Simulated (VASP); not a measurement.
## Cr: single point with PBEsol

Crystal: Cr.

```
Cr
1.0
     2.71400    0.00000    0.00000
    -1.35700    2.35039    0.00000
     0.00000    0.00000    4.41000
Cr
2
Direct
  0.66667 0.33333 0.75000
  0.33333 0.66667 0.25000
```

This isn't the form of Cr at room conditions, which is bcc.

```json
{
 "Program": "VASP 6.6.1",
 "Task": "single point",
 "Functional": "PBEsol",
 "Potentials or basis": "VASP PAW PBE potentials, release 64 (Cr_pv)",
 "Cutoff": "520 eV",
 "k mesh": "9 × 9 × 5",
 "Occupations": "fermi-dirac, width 0.05 eV",
 "Spin": "collinear spin, zero start",
 "Starting moments": "[0.0, 0.0] μB",
 "Fixed moment": "0 μB",
 "Dipole correction": "no",
 "Further INCAR settings": "ALGO = Normal; EDIFF = 1e-06; NBANDS = 23"
}
```

The pressure is -34.2 GPa and the net moment is 0.00 μB per cell. The valence electrons inside the program's atomic spheres are Cr 10.71.

Stress tensor (GPa, compression positive):
```
-37.34   0.00   0.00
  0.00 -37.34   0.00
  0.00   0.00 -27.93
```

Wall time 20 s on 1 thread of Intel(R) Xeon(R) Platinum 8559C (Emerald Rapids) (shared host), peak memory 0.16 GiB.

Caveat: the stress differs along the axes, from -37 to -28 GPa; the PAW data sets were made with another functional, which shifts forces and pressure a little; the total moment is fixed, so each spin has its own Fermi level.
